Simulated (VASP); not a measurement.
Runs of VASP 6.6.1 on BN. The structure is that of space group P6_3mc (No. 186), or close to it. The cells are those of the table. 

| cell | gap on the mesh (eV) | pressure (GPa) | largest force (eV/Å) |
| --- | --- | --- | --- |
| a = 2.554, b = 2.540, c = 4.227 Å, angles 90.0, 90.0, 119.5°, 4 atoms | 4.93 | -12.9 | (c) |
| a = 2.554, b = 2.537, c = 4.227 Å, angles 90.0, 90.0, 119.4°, 4 atoms | 4.92 | -12.8 | (b) |
| a = 2.554, b = 2.535, c = 4.227 Å, angles 90.0, 90.0, 119.2°, 4 atoms | 4.91 | -12.8 | (a) |
| a = 2.554, b = 2.551, c = 4.227 Å, angles 90.0, 90.0, 119.9°, 4 atoms | 4.96 | -12.9 | 0.02 |
| a = 2.554, b = 2.565, c = 4.227 Å, angles 90.0, 90.0, 120.4°, 4 atoms | 4.93 | -12.9 | 0.04 |
| a = 2.554, b = 2.548, c = 4.227 Å, angles 90.0, 90.0, 119.8°, 4 atoms | 4.95 | -12.9 | 0.03 |
| a = 2.554, b = 2.546, c = 4.227 Å, angles 90.0, 90.0, 119.7°, 4 atoms | 4.94 | -12.9 | 0.04 |
| a = 2.554, b = 2.576, c = 4.227 Å, angles 90.0, 90.0, 120.9°, 4 atoms | 4.90 | -12.8 | 0.08 |

Alike in all rows: task single point; level LDA; potentials or basis VASP PAW LDA potentials, release 64 (B, N); no spin polarisation; k mesh 12 × 12 × 6; cutoff (eV) 520; smearing gaussian 0.05 eV.

Question: Estimate the missing entries.

Answer: (a) 0.07; (b) 0.06; (c) 0.05.

A k mesh can miss the band edges.
